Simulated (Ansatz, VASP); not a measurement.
CoSi: VASP beside Ansatz

```
CELL_PARAMETERS angstrom
3.36525 0.00000 0.00000
-1.68262 2.91439 0.00000
0.00000 0.00000 2.54795
ATOMIC_POSITIONS crystal
Co 0.00000 0.00000 0.00000
Si 0.33333 0.66667 0.50000
```

Change from the starting cell: volume scaled by 1, crystal datasets.

Alike in both runs: task single point; functional PBE; k mesh 16 × 16 × 14; occupations fermi-dirac, width 0.05 eV; no spin polarisation.

|  | VASP | Ansatz |
| --- | --- | --- |
| version | VASP 6.6.1 | Ansatz 0.2.0 |
| potentials or method | VASP PAW PBE potentials, release 64 (Co, Si), cutoff 600 eV | all-electron PAW with datasets made for the crystal, scalar-relativistic |

VASP gave:

| Item | Value |
| --- | --- |
| pressure (GPa) | -0.1 |
| traceless stress, the component that is largest in VASP (GPa) | 0.11 |

Q: Which values does Ansatz return?

A: Pressure (GPa): 0.1; traceless stress, the component that is largest in VASP (GPa): -0.03.

Ansatz ran all-electron here, and VASP with PAW potentials.
